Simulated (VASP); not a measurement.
A run of VASP 6.6.1 is set up as follows.

Contents of INCAR:

```
PREC = Accurate
ENCUT = 520
EDIFF = 1E-6
ISMEAR = -1
SIGMA = 0.05
LREAL = F
LASPH = T
NELM = 80
ALGO = Normal
ISIF = 2
LWAVE = F
LCHARG = F
GGA = PS
NBANDS = 15
```

KPOINTS

```
regular mesh
0
Gamma
  18 18 16
```

Contents of POSCAR:

```
TaN
1.0
    2.8969974683      0.0000000000      0.0000000000
   -1.4484987341      2.5088734022      0.0000000000
    0.0000000000      0.0000000000      2.8491135690
Ta N
1 1
Direct
    0.0000000000      0.0000000000      0.5000000000
    0.6666666667      0.3333333333      0.0000000000
```

Potentials or basis: VASP PAW PBE potentials, release 64 (Ta_pv, N).

The run is started by

```bash
$ cat potpaw_PBE.64/Ta_pv/POTCAR potpaw_PBE.64/N/POTCAR > POTCAR
$ mpirun -np 1 vasp_std > vasp.out
```

Predict the pressure.

11.0 GPa.

Predict the band gap on the k mesh.

zero (bands 8 and 9 overlap by 0.45 eV).

Stress tensor (GPa, compression positive):
```
10.90  0.00  0.00
 0.00 10.90  0.00
 0.00  0.00 11.13
```

Caveat: the cell stands under pressure; the PAW data sets were made with another functional, which shifts forces and pressure a little; spin-orbit coupling is left out, which moves the levels of the heavy elements.
